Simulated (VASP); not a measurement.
# Al3GaN4 (P-4) in VASP: notebook

Al3GaN4 is run at these levels: r2SCAN; tasks: single point.

Everything below comes from runs of VASP 6.6.1. Logs are shortened: lines on timing, memory, paths and dates and some standing lists are left out, and cuts for length are marked.

### 1 The cell of the first run

The structure is tetragonal, space group P-4 (No. 81). The conventional cell has a = 4.401 Å, b = 4.401 Å, c = 4.401 Å, α = 90.00°, β = 90.00°, γ = 90.00°. Al (site symmetry 2) has 4 N at 1.88 to 1.91 Å within 2.5 Å. Within 2.5 Å of Al (site symmetry -4) lie 4 N at 1.89 Å. Ga (site symmetry -4) has 4 N at 1.95 Å within 2.6 Å. N (site symmetry 1) has 3 Al at 1.88 to 1.91 Å and 1 Ga at 1.95 Å within 2.5 Å.

### 2 Single point, r2SCAN (atoms displaced along a vibrational mode)

Contents of POSCAR:

```
Al3GaN4
1.0
    4.4012372926      0.0000000000      0.0000000000
    0.0000000000      4.4012372926      0.0000000000
    0.0000000000      0.0000000000      4.4012372926
Al Ga N
3 1 4
Direct
    0.5000000000      0.4829593373      0.0000000000
    0.5000000000      0.0000000000      0.5000000000
    0.0000000000      0.5170406627      0.5000000000
    0.0000000000      0.0000000000      0.0000000000
    0.7389262516      0.7444581602      0.2500099312
    0.7499900688      0.2555418398      0.7389262516
    0.2610737484      0.7444581602      0.7499900688
    0.2500099312      0.2555418398      0.2610737484
```

Contents of INCAR.step1:

```
PREC = Accurate
ENCUT = 520
ISMEAR = 0
SIGMA = 0.05
LREAL = False
LASPH = True
NELM = 60
NBANDS = 31
GGA = PE
ALGO = Normal
EDIFF = 1E-4
LWAVE = True
LCHARG = False
```

Contents of INCAR.step2:

```
PREC = Accurate
ENCUT = 520
EDIFF = 1E-6
ISMEAR = 0
SIGMA = 0.05
LREAL = False
LASPH = True
NELM = 60
ALGO = Normal
ISIF = 2
LWAVE = False
LCHARG = False
METAGGA = R2SCAN
LMIXTAU = True
NBANDS = 31
ISTART = 1
```

Contents of KPOINTS:

```
regular mesh
0
Gamma
  6 6 6
```

Potentials or basis: VASP PAW PBE potentials, release 64 (Al, Ga_d, N).

Launch:

```console
$ cat potpaw_PBE.64/Al/POTCAR potpaw_PBE.64/Ga_d/POTCAR potpaw_PBE.64/N/POTCAR > POTCAR
$ cp INCAR.step1 INCAR
$ mpirun -np 1 vasp_std > vasp.out
$ cp INCAR.step2 INCAR
$ mpirun -np 1 vasp_std > vasp.out
```

OUTCAR:

```text
PREC = Accurate
   ENCUT = 520
   EDIFF = 1E-6
   ISMEAR = 0
   LREAL = False
   LASPH = True
   NELM = 60
   ISIF = 2
   METAGGA = R2SCAN
   ISTART = 1

 ion  position               nearest neighbor table
   1  0.500  0.483  0.000-   6 1.88   8 1.88   7 1.91   5 1.91   2 3.06   4 3.06   2 3.06   4 3.06
                             3 3.12   3 3.12   3 3.12   3 3.12   2 3.17   2 3.17
   2  0.500  0.000  0.500-   6 1.89   8 1.89   7 1.89   5 1.89   1 3.06   3 3.06   1 3.06   3 3.06
                             4 3.11   4 3.11   4 3.11   4 3.11   3 3.17   3 3.17   1 3.17   1 3.17
   3  0.000  0.517  0.500-   5 1.88   7 1.88   6 1.91   8 1.91   2 3.06   4 3.06   4 3.06   2 3.06
                             1 3.12   1 3.12   1 3.12   1 3.12   2 3.17   2 3.17
   4  0.000  0.000  0.000-   5 1.95   6 1.95   7 1.95   8 1.95   1 3.06   3 3.06   3 3.06   1 3.06
                             2 3.11   2 3.11   2 3.11   2 3.11
   5  0.739  0.744  0.250-   3 1.88   2 1.89   1 1.91   4 1.95
   6  0.750  0.256  0.739-   1 1.88   2 1.89   3 1.91   4 1.95
   7  0.261  0.744  0.750-   3 1.88   2 1.89   1 1.91   4 1.95
   8  0.250  0.256  0.261-   1 1.88   2 1.89   3 1.91   4 1.95

  LATTYP: Found a simple cubic cell.
 ALAT       =     4.4012372926

  Lattice vectors:

 A1 = (   4.4012372926,   0.0000000000,   0.0000000000)
 A2 = (   0.0000000000,   4.4012372926,   0.0000000000)
 A3 = (   0.0000000000,   0.0000000000,   4.4012372926)

Analysis of symmetry for initial positions (statically):
=====================================================================
 Subroutine PRICEL returns:
 Original cell was already a primitive cell.

 Routine SETGRP: Setting up the symmetry group for a
 simple cubic supercell.

 Subroutine GETGRP returns: Found  4 space group operations
 (whereof  4 operations were pure point group operations)
 out of a pool of 48 trial point group operations.

The static configuration has the point symmetry S_4 .

Analysis of symmetry for dynamics (positions and initial velocities):
=====================================================================
 Subroutine PRICEL returns:
 Original cell was already a primitive cell.

 Routine SETGRP: Setting up the symmetry group for a
 simple cubic supercell.

 Subroutine GETGRP returns: Found  4 space group operations
 (whereof  4 operations were pure point group operations)
 out of a pool of 48 trial point group operations.

The dynamic configuration has the point symmetry S_4 .

 Subroutine INISYM returns: Found  4 space group operations
 (whereof  4 operations are pure point group operations),
 and found     1 'primitive' translations

----------------------------------------------------------------------------------------

                                     Primitive cell

  volume of cell :      85.2559

  direct lattice vectors                    reciprocal lattice vectors
     4.401237293  0.000000000  0.000000000     0.227208835  0.000000000  0.000000000
     0.000000000  4.401237293  0.000000000     0.000000000  0.227208835  0.000000000
     0.000000000  0.000000000  4.401237293     0.000000000  0.000000000  0.227208835

  length of vectors
     4.401237293  4.401237293  4.401237293     0.227208835  0.227208835  0.227208835

  position of ions in fractional coordinates (direct lattice)
     0.500000000  0.482959337  0.000000000
     0.500000000  0.000000000  0.500000000
     0.000000000  0.517040663  0.500000000
     0.000000000  0.000000000  0.000000000
     0.738926252  0.744458160  0.250009931
     0.749990069  0.255541840  0.738926252
     0.261073748  0.744458160  0.749990069
     0.250009931  0.255541840  0.261073748

  ion indices of the primitive-cell ions
   primitive index   ion index
                 1           1
                 2           2
                 3           3
                 4           4
                 5           5
                 6           6
                 7           7
                 8           8

----------------------------------------------------------------------------------------

 KPOINTS: regular mesh

Automatic generation of k-mesh.
 Grid dimensions read from file:
 generate k-points for:    6    6    6

 Generating k-lattice:

  Cartesian coordinates                     Fractional coordinates (reciprocal lattice)
     0.037868139  0.000000000  0.000000000     0.166666667  0.000000000  0.000000000
     0.000000000  0.037868139  0.000000000     0.000000000  0.166666667  0.000000000
     0.000000000  0.000000000  0.037868139     0.000000000  0.000000000  0.166666667

  Length of vectors
     0.037868139  0.037868139  0.037868139

  Shift w.r.t. Gamma in fractional coordinates (k-lattice)
     0.000000000  0.000000000  0.000000000

 Subroutine IBZKPT returns following result:
 ===========================================

 Found     44 irreducible k-points:

 Following reciprocal coordinates:
            Coordinates               Weight
[... 39 lines left out ...]
   NELECT =      42.0000    total number of electrons
   NUPDOWN=      -1.0000    fix difference up-down
   EMIN   =  10.00;   EMAX   =-10.00  energy-range for DOS
   EFERMI =   0.00;   METHOD = LEGACY
   ISMEAR =     0;   SIGMA  =   0.05  broadening in eV -4-tet -1-fermi 0-gaus
   EFERMI_NEDOS =   21; number of points for ismear=-14 and -15
   IALGO  =     38    algorithm
   IMIX   =      4    mixing-type and parameters
     AMIX     =   0.40;   BMIX     =  1.00
     AMIX_MAG =   1.60;   BMIX_MAG =  1.00
  volume/ion in A,a.u.               =      10.66        71.92
  Fermi-wavevector in a.u.,A,eV,Ry     =   1.292954  2.443329 22.745275  1.671731
  Thomas-Fermi vector in A             =   2.424630
   LORBIT       =      0    0 simple, 1 ext, 2 COOP (PROOUT), +10 PAW based schemes
   METAGGA = R2SCAN    functional components
   LHFCALC =     F    Hartree Fock is set to
   AEXX    =    0.0000 exact exchange contribution
   IVDW    =     0    specifies the selected vdW correction
   LEPSILON=     F    determine dielectric tensor
   LRPA    =     F    only Hartree local field effects (RPA)
 non-spin polarized calculation
 Gauss-broadening in eV      SIGMA  =   0.05
  energy-cutoff  :      520.00
  volume of cell :       85.26
 maximum number of plane-waves:      2320
 NGX is ok and might be reduce to    36
   NGX = 17   NGY = 17   NGZ = 17

 number of electron      41.9999984 magnetization

 Free energy of the ion-electron system (eV)
  ---------------------------------------------------
  ext. energy  EPLUGINS =         0.00000000
  ---------------------------------------------------
  free energy    TOTEN  =       -79.35528383 eV

  energy without entropy =      -79.35528383  energy(sigma->0) =      -79.35528383

 E-fermi :   5.7730     XC(G=0): -11.7562

 val. band max:        5.5004966168   @ k =   0.0000   0.0000   0.0000
 cond. band min:       9.4745632433   @ k =   0.0000   0.0000   0.0000
 fundamental gap:      3.9740666265
 Fermi energy:         5.7730467919

 k-point     1 :       0.0000    0.0000    0.0000
  band No.  band energies     occupation
      1     -10.4795      2.00000
      2      -8.5677      2.00000
      3      -8.5663      2.00000
      4      -8.5663      2.00000
      5      -7.4695      2.00000
      6      -7.4689      2.00000
[... 23 lines left out ...]
     30      18.3107      0.00000
     31      18.3361      0.00000

 k-point     2 :       0.1667    0.0000    0.0000
  band No.  band energies     occupation
      1     -10.3522      2.00000
      2      -8.6566      2.00000
      3      -8.5724      2.00000
      4      -8.5716      2.00000
      5      -7.4676      2.00000
      6      -7.4648      2.00000
[... 23 lines left out ...]
     30      18.5011      0.00000
     31      18.5373      0.00000

 k-point     3 :       0.0000    0.1667    0.0000
  band No.  band energies     occupation
      1     -10.3522      2.00000
      2      -8.6576      2.00000
      3      -8.5715      2.00000
      4      -8.5715      2.00000
      5      -7.4681      2.00000
      6      -7.4643      2.00000
[... 703 lines left out ...]
     30      16.7694      0.00000
     31      17.8293      0.00000

 k-point    24 :       0.1667    0.1667    0.1667
  band No.  band energies     occupation
      1     -10.1132      2.00000
      2      -8.6834      2.00000
      3      -8.6709      2.00000
      4      -8.6038      2.00000
      5      -7.4607      2.00000
      6      -7.4599      2.00000
[... 23 lines left out ...]
     30      18.5130      0.00000
     31      18.5406      0.00000

 [... further k-points ...]

------------------------ aborting loop because EDIFF is reached ----------------------------------------

  FORCE on cell =-STRESS in cart. coord.  units (eV):
  Direction    XX          YY          ZZ          XY          YZ          ZX
  --------------------------------------------------------------------------------------
  -------------------------------------------------------------------------------------
  Total        0.0213531     -0.1446393      0.0213531      0.0000000      0.0000000     -0.0000072
  in kB        0.4012799     -2.7181441      0.4012799      0.0000000      0.0000000     -0.0001352
  external PRESSURE =      -0.6385281 kB  Pullay stress =       0.0000000 kB

 VOLUME and BASIS-vectors are now :
 -----------------------------------------------------------------------------
  energy-cutoff  :      520.00
  volume of cell :       85.26
      direct lattice vectors                 reciprocal lattice vectors
     4.401237293  0.000000000  0.000000000     0.227208835  0.000000000  0.000000000
     0.000000000  4.401237293  0.000000000     0.000000000  0.227208835  0.000000000
     0.000000000  0.000000000  4.401237293     0.000000000  0.000000000  0.227208835

 POSITION                                       TOTAL-FORCE (eV/Angst)
 -----------------------------------------------------------------------------------
      2.20062      2.12562      0.00000        -0.000000      0.893638      0.000000
      2.20062      0.00000      2.20062        -0.000000      0.000000      0.000000
      0.00000      2.27562      2.20062        -0.000000     -0.893638      0.000000
      0.00000      0.00000      0.00000        -0.000000      0.000000      0.000000
      3.25219      3.27654      1.10035         0.104627     -0.042455      0.196924
      3.30088      1.12470      3.25219        -0.196924      0.042455      0.104627
      1.14905      3.27654      3.30088        -0.104627     -0.042455     -0.196924
      1.10035      1.12470      1.14905         0.196924      0.042455     -0.104627
 -----------------------------------------------------------------------------------
    total drift:                                0.000000      0.000000      0.000000

  FREE ENERGIE OF THE ION-ELECTRON SYSTEM (eV)
  ---------------------------------------------------
  free  energy   TOTEN  =       -79.3552838293 eV

  energy  without entropy=      -79.3552838293  energy(sigma->0) =      -79.35528383
```

Wall time 3.9 min (1 thread of Intel Xeon 6975P-C (Granite Rapids), shared host); peak memory 0.28 GiB.

Results:

```
Free energy            : -79.3553 eV
Pressure               : -0.1 GPa
Largest force          : 0.894 eV/Å
Band gap on the k mesh : 3.97 eV
```

Forces on the atoms (eV/Å):
```
Al   0.000  0.894  0.000
Al   0.000  0.000  0.000
Al   0.000 -0.894  0.000
Ga   0.000  0.000  0.000
N    0.105 -0.042  0.197
N   -0.197  0.042  0.105
N   -0.105 -0.042 -0.197
N    0.197  0.042 -0.105
```

Levels at points of the mesh, in eV from the valence-band top:
| k point | band 19 | band 20 | band 21 | band 22 | band 23 | band 24 |
| --- | --- | --- | --- | --- | --- | --- |
| (0.00, 0.00, 0.00) | 0.00 | 0.00 | 0.00 | 3.97 | 3.98 | 3.98 |
| (0.50, 0.00, 0.00) | -1.25 | -0.94 | -0.94 | 6.24 | 6.28 | 6.75 |
| (0.00, 0.50, 0.00) | -1.25 | -0.95 | -0.95 | 6.23 | 6.29 | 6.76 |
| (0.50, 0.50, 0.00) | -0.59 | -0.53 | -0.52 | 8.01 | 8.25 | 8.27 |
| (0.50, 0.00, 0.50) | -0.57 | -0.53 | -0.53 | 8.01 | 8.15 | 8.15 |
| (0.50, 0.50, 0.50) | -0.36 | -0.36 | -0.35 | 6.18 | 7.73 | 7.73 |

Caveat: the cell differs from its parent crystal (atoms displaced along a vibrational mode); the PAW data sets were made with another functional, which shifts forces and pressure a little. A k mesh can miss the band edges.

### 3 Single point, r2SCAN (atoms displaced along a vibrational mode)

Contents of POSCAR:

```
Al3GaN4
1.0
    4.4012372926      0.0000000000      0.0000000000
    0.0000000000      4.4012372926      0.0000000000
    0.0000000000      0.0000000000      4.4012372926
Al Ga N
3 1 4
Direct
    0.5000000000      0.4897756024      0.0000000000
    0.5000000000      0.0000000000      0.5000000000
    0.0000000000      0.5102243976      0.5000000000
    0.0000000000      0.0000000000      0.0000000000
    0.7411390150      0.7444581602      0.2522226946
    0.7477773054      0.2555418398      0.7411390150
    0.2588609850      0.7444581602      0.7477773054
    0.2522226946      0.2555418398      0.2588609850
```

Contents of INCAR.step1:

```
  ALGO = Normal
  EDIFF = 1E-4
  ENCUT = 520
  GGA = PE
  ISMEAR = 0
  LASPH = True
  LCHARG = False
  LREAL = False
  LWAVE = True
  NBANDS = 31
  NELM = 80
  PREC = Accurate
  SIGMA = 0.05
```

Contents of INCAR.step2:

```
  ALGO = Normal
  EDIFF = 1E-6
  ENCUT = 520
  ISIF = 2
  ISMEAR = 0
  ISTART = 1
  LASPH = True
  LCHARG = False
  LMIXTAU = True
  LREAL = False
  LWAVE = False
  METAGGA = R2SCAN
  NBANDS = 31
  NELM = 80
  PREC = Accurate
  SIGMA = 0.05
```

Contents of KPOINTS:

```
k-points
0
Gamma
  6 6 6
```

Potentials or basis: VASP PAW PBE potentials, release 64 (Al, Ga_d, N).

Launch:

```console
$ cat potpaw_PBE.64/Al/POTCAR potpaw_PBE.64/Ga_d/POTCAR potpaw_PBE.64/N/POTCAR > POTCAR
$ cp INCAR.step1 INCAR
$ mpirun -np 1 vasp_std > vasp.out
$ cp INCAR.step2 INCAR
$ mpirun -np 1 vasp_std > vasp.out
```

It took 3.4 min on 1 thread of Intel Xeon 6975P-C (Granite Rapids), shared host; peak memory 0.28 GiB.

The run converged. Its results:

```yaml
Free_energy: -79.4076 eV
Pressure: 0.0 GPa
Largest_force: 0.538 eV/Å
Band_gap_on_the_k_mesh: 3.99 eV
```

Forces on the atoms (eV/Å):
```
Al   0.000  0.538  0.000
Al   0.000  0.000  0.000
Al   0.000 -0.538  0.000
Ga   0.000  0.000  0.000
N    0.046 -0.043  0.135
N   -0.135  0.043  0.046
N   -0.046 -0.043 -0.135
N    0.135  0.043 -0.046
```

Stress tensor (GPa, compression positive):
```
 0.01  0.00  0.00
 0.00 -0.10  0.00
 0.00  0.00  0.01
```

Levels at points of the mesh, in eV from the valence-band top:
| k point | band 18 | band 19 | band 20 | band 21 | band 22 | band 23 | band 24 | band 25 |
| --- | --- | --- | --- | --- | --- | --- | --- | --- |
| (0.00, 0.00, 0.00) | -2.02 | 0.00 | 0.00 | 0.00 | 3.99 | 3.99 | 3.99 | 4.10 |
| (0.50, 0.00, 0.00) | -1.26 | -1.26 | -0.95 | -0.94 | 6.26 | 6.30 | 6.77 | 6.77 |
| (0.00, 0.50, 0.00) | -1.26 | -1.26 | -0.95 | -0.95 | 6.25 | 6.30 | 6.77 | 6.77 |
| (0.50, 0.50, 0.00) | -0.88 | -0.58 | -0.53 | -0.52 | 8.02 | 8.28 | 8.29 | 8.53 |
| (0.50, 0.00, 0.50) | -0.88 | -0.58 | -0.53 | -0.53 | 8.03 | 8.24 | 8.24 | 8.54 |
| (0.50, 0.50, 0.50) | -0.63 | -0.36 | -0.36 | -0.36 | 6.19 | 7.78 | 7.78 | 7.80 |

Caveat: the cell differs from its parent crystal (atoms displaced along a vibrational mode); the PAW data sets were made with another functional, which shifts forces and pressure a little. A k mesh can miss the band edges.

### 4 Single point, r2SCAN (atoms displaced along a vibrational mode)

Contents of POSCAR:

```
Al3GaN4
1.0
    4.4012372926      0.0000000000      0.0000000000
    0.0000000000      4.4012372926      0.0000000000
    0.0000000000      0.0000000000      4.4012372926
Al Ga N
3 1 4
Direct
    0.5000000000      0.4965918675      0.0000000000
    0.5000000000      0.0000000000      0.5000000000
    0.0000000000      0.5034081325      0.5000000000
    0.0000000000      0.0000000000      0.0000000000
    0.7433517785      0.7444581602      0.2544354581
    0.7455645419      0.2555418398      0.7433517785
    0.2566482215      0.7444581602      0.7455645419
    0.2544354581      0.2555418398      0.2566482215
```

Contents of INCAR.step1:

```
ALGO     = Normal         # electronic algorithm
EDIFF    = 1E-4           # SCF threshold, eV
ENCUT    = 520            # plane-wave cutoff, eV
GGA      = PE             # functional
ISMEAR   = 0              # smearing method
LASPH    = T              # aspherical terms in the spheres
LCHARG   = F              # write CHGCAR
LREAL    = F              # projectors in reciprocal space
LWAVE    = T              # write WAVECAR
NBANDS   = 31             # bands
NELM     = 60             # most SCF steps
PREC     = Accurate       # precision mode
SIGMA    = 0.05           # smearing width, eV
```

Contents of INCAR.step2:

```
ALGO     = Normal         # electronic algorithm
EDIFF    = 1E-6           # SCF threshold, eV
ENCUT    = 520            # plane-wave cutoff, eV
ISIF     = 2              # what is computed and relaxed
ISMEAR   = 0              # smearing method
ISTART   = 1            
LASPH    = T              # aspherical terms in the spheres
LCHARG   = F              # write CHGCAR
LMIXTAU  = T            
LREAL    = F              # projectors in reciprocal space
LWAVE    = F              # write WAVECAR
METAGGA  = R2SCAN         # meta-GGA
NBANDS   = 31             # bands
NELM     = 60             # most SCF steps
PREC     = Accurate       # precision mode
SIGMA    = 0.05           # smearing width, eV
```

KPOINTS is that of step 3.

Launch:

```console
$ cat potpaw_PBE.64/Al/POTCAR potpaw_PBE.64/Ga_d/POTCAR potpaw_PBE.64/N/POTCAR > POTCAR
$ cp INCAR.step1 INCAR
$ mpirun -np 1 vasp_std > vasp.out
$ cp INCAR.step2 INCAR
$ mpirun -np 1 vasp_std > vasp.out
```

Run time: 3.2 min. Hardware: 1 thread of Intel Xeon 6975P-C (Granite Rapids), shared host; peak memory 0.28 GiB.

Results (log left out):

```
Free energy            : -79.4339 eV
Pressure               : 0.0 GPa
Largest force          : 0.180 eV/Å
Band gap on the k mesh : 4.00 eV
```

Forces on the atoms (eV/Å):
```
Al   0.000  0.180  0.000
Al   0.000  0.000  0.000
Al   0.000 -0.180  0.000
Ga   0.000  0.000  0.000
N   -0.014 -0.043  0.074
N   -0.074  0.043 -0.014
N    0.014 -0.043 -0.074
N    0.074  0.043  0.014
```

Levels at points of the mesh, in eV from the valence-band top:
```tsv
k point	band 19	band 20	band 21	band 22	band 23	band 24
(0.00, 0.00, 0.00)	0.00	0.00	0.00	4.00	4.00	4.00
(0.50, 0.00, 0.00)	-1.26	-0.95	-0.95	6.27	6.31	6.78
(0.00, 0.50, 0.00)	-1.26	-0.95	-0.95	6.26	6.31	6.78
(0.50, 0.50, 0.00)	-0.58	-0.53	-0.53	8.03	8.30	8.30
(0.50, 0.00, 0.50)	-0.58	-0.53	-0.53	8.03	8.29	8.29
(0.50, 0.50, 0.50)	-0.36	-0.36	-0.36	6.19	7.80	7.80
```

Caveat: the cell differs from its parent crystal (atoms displaced along a vibrational mode); the PAW data sets were made with another functional, which shifts forces and pressure a little.

### 5 Summary

```tsv
cell	gap on the mesh (eV)	pressure (GPa)	largest force (eV/Å)
as given, atomic positions A	3.97	-0.1	0.89
as given, atomic positions B	3.99	0.0	0.54
as given, atomic positions C	4.00	0.0	0.18
```

Alike in all rows: task single point; level r2SCAN; potentials or basis VASP PAW PBE potentials, release 64 (Al, Ga_d, N); no spin polarisation; k mesh 6 × 6 × 6; cutoff (eV) 520; smearing gaussian 0.05 eV.

Caveats: the PAW data sets were made with another functional, which shifts forces and pressure a little.

Absolute energies hang on the potentials; compare differences alone.
